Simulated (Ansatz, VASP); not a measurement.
**Cu in VASP and in Ansatz**

```
Cu
1.0
     2.56581    0.00000    0.00000
    -1.28291    2.22206    0.00000
     0.00000    0.00000    4.45015
Cu
2
Direct
  0.33333 0.66667 0.25000
  0.66667 0.33333 0.75000
```

Alike in both runs: task single point; functional PBE; k mesh 21 × 21 × 12; occupations gaussian, width 0.15 eV; no spin polarisation.

|  | VASP | Ansatz |
| --- | --- | --- |
| version | VASP 6.6.1 | Ansatz 0.2.0 |
| potentials or method | VASP PAW PBE potentials, release 64 (Cu), cutoff 520 eV | scalar-relativistic, plane waves, PAW |
| valence electrons in the cell | 22 | 38 |

Ansatz gave:

* gap on the k mesh at the Fermi level (eV): none
* pressure (GPa): -6.6
* traceless stress, the component that is largest in VASP (GPa): -4.52

Q: Which values does VASP return?

A: gap on the k mesh at the Fermi level (eV): none; pressure (GPa): -6.0; traceless stress, the component that is largest in VASP (GPa): -4.53.

A gap of «none» marks a metal or a gap that the smearing closes. VASP's potentials hold 22 valence electrons a cell and Ansatz's 38, so a difference there can come from the potentials and not from the codes.
